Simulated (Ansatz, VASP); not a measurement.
## Two plane-wave programs on CdS

The input POSCAR:

```
CdS
1.0
    4.2035795619      0.0000000000      0.0000000000
   -2.1017848485      3.6404052375      0.0000000000
    0.0000000000      0.0000000000      5.7257256542
Cd S
1 1
Direct
    0.0000000000      0.0000000000      0.4426900000
    0.6666666667      0.3333333333      0.4343100000
```

File INCAR.step1:

```
ALGO     = Normal         # electronic algorithm
EDIFF    = 1E-5           # SCF threshold, eV
ENCUT    = 700            # plane-wave cutoff, eV
GGA      = PE             # functional
GGA_COMPAT= False        
ISMEAR   = -1             # smearing method
LASPH    = True           # aspherical terms in the spheres
LCHARG   = False          # write CHGCAR
LREAL    = False          # projectors in reciprocal space
LWAVE    = True           # write WAVECAR
NBANDS   = 20             # bands
NELM     = 120            # most SCF steps
PREC     = Accurate       # precision mode
SIGMA    = 0.1            # smearing width, eV
```

File INCAR.step2:

```
ALGO     = Normal         # electronic algorithm
EDIFF    = 1E-6           # SCF threshold, eV
ENCUT    = 700            # plane-wave cutoff, eV
GGA_COMPAT= False        
ISIF     = 2              # what is computed and relaxed
ISMEAR   = -1             # smearing method
ISTART   = 1            
LASPH    = True           # aspherical terms in the spheres
LCHARG   = False          # write CHGCAR
LMIXTAU  = True         
LREAL    = False          # projectors in reciprocal space
LWAVE    = False          # write WAVECAR
METAGGA  = R2SCAN         # meta-GGA
NBANDS   = 20             # bands
NELM     = 120            # most SCF steps
PREC     = Accurate       # precision mode
SIGMA    = 0.1            # smearing width, eV
```

KPOINTS

```
k-points
0
Gamma
  6 6 4
```

Input for Ansatz:

```yaml
crystal:
  lattice:
    - [4.2035795619099074, 0.0, 0.0]
    - [-2.101784848530805, 3.6404052374640985, 0.0]
    - [0.0, 0.0, 5.7257256541866735]
  atoms:
    - { symbol: Cd, position: [0.0, 0.0, 0.44269] }
    - { symbol: S, position: [0.6666666666666666, 0.3333333333333333, 0.43431] }
basis:
  ecutwfc: 500.0
kpoints:
  mp_grid:
    grid: [6, 6, 4]
hamiltonian:
  xc: r2scan
scf:
  occupations:
    method: fermi_dirac
output:
  stress: true
```

Alike in both runs: task single point; functional r2SCAN; k mesh 6 × 6 × 4; no spin polarisation.

```csv
,VASP,Ansatz
version,VASP 6.6.1,Ansatz 0.2.0
potentials or method,"VASP PAW PBE potentials, release 64 (Cd_sv_GW, S), cutoff 700 eV","plane waves, PAW"
occupations,"fermi-dirac, width 0.1 eV",fermi-dirac
valence electrons in the cell,26,26
```

```csv
,VASP,Ansatz,Ansatz less VASP
pressure (GPa),0.3,0.4,+0.07
"traceless stress, the component that is largest in VASP (GPa)",-0.43,-0.48,-0.044
```

VASP's potentials were made for PBE, not for r2SCAN. Ansatz's warnings: structure snapped to symmetry.
